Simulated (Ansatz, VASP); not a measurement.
## Two plane-wave programs on MgO

```
Mg O
1.0
     0.00000    2.10550    2.10550
     2.10550    0.00000    2.10550
     2.10550    2.10550    0.00000
Mg O
1 1
Cartesian
  0.0000 0.0000 0.0000
  2.1055 2.1055 2.1055
```

Alike in both runs: task single point; functional PBE; k mesh 8 × 8 × 8; occupations fermi-dirac, width 0.01 eV; no spin polarisation.

|  | VASP | Ansatz |
| --- | --- | --- |
| version | VASP 6.6.1 | Ansatz 0.2.0 |
| potentials or method | VASP PAW PBE potentials, release 64 (Mg, O), cutoff 600 eV | PAW, plane waves, scalar-relativistic |
| valence electrons in the cell | 8 | 16 |

|  | VASP | Ansatz | Ansatz less VASP |
| --- | --- | --- | --- |
| pressure (GPa) | 3.8 | 4.8 | +0.98 |

With one functional, cell and mesh, what is left measures potentials, basis and numerics. VASP's potentials hold 8 valence electrons a cell and Ansatz's 16, so a difference there can come from the potentials and not from the codes.
